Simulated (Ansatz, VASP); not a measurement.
# Two plane-wave programs on C

Contents of INCAR:

```
PREC = Accurate
ENCUT = 600
EDIFF = 1E-6
ISMEAR = 0
SIGMA = 0.02
LREAL = False
LASPH = True
NELM = 120
ALGO = Normal
ISIF = 2
LWAVE = False
LCHARG = False
GGA = PS
IVDW = 13
NBANDS = 11
GGA_COMPAT = False
```

KPOINTS

```
Automatic mesh
0
Gamma
  5 5 5
```

Contents of POSCAR:

```
C
1.0
    0.0000000000      1.7833700000      1.7833700000
    1.7833700000      0.0000000000      1.7833700000
    1.7833700000      1.7833700000      0.0000000000
C
2
Direct
    0.0000000000      0.0000000000      0.0000000000
    0.2500000000      0.2500000000      0.2500000000
```

Input for Ansatz:

```yaml
crystal:
  lattice:
    - [0.0, 1.78337, 1.78337]
    - [1.78337, 0.0, 1.78337]
    - [1.78337, 1.78337, 0.0]
  atoms:
    - { symbol: C, position: [0.0, 0.0, 0.0] }
    - { symbol: C, position: [0.25, 0.25, 0.25] }
basis:
  ecutwfc: 530.0
  ecutrho_ratio: 6
kpoints:
  mp_grid:
    grid: [5, 5, 5]
hamiltonian:
  xc: pbesol
  dispersion: d4
scf:
  max_iter: 100
  convergence:
    dr2_threshold: 1.0e-05
  mixing:
    algorithm: broyden
  occupations:
    method: gaussian
    width: 0.02
output:
  optics:
    de: 0.05
    sigma: 0.2
    nscf_kmesh:
      grid: [11, 11, 11]
```

Alike in both runs: task single point; functional PBEsol; dispersion D4; k mesh 5 × 5 × 5; occupations gaussian, width 0.02 eV; no spin polarisation.

|  | VASP | Ansatz |
| --- | --- | --- |
| version | VASP 6.6.1 | Ansatz 0.2.0 |
| potentials or method | VASP PAW PBE potentials, release 64 (C), cutoff 600 eV | plane waves, PAW |
| valence electrons in the cell | 8 | 8 |

```tsv
	VASP	Ansatz	Ansatz less VASP
gap on the k mesh at the Fermi level (eV)	4.03	4.04	+0.009
```

VASP's potentials were made for PBE, not for PBEsol. Ansatz's warnings: settled levels scf threshold loose.

The k mesh is coarse, so the values compare programs but aren't converged.
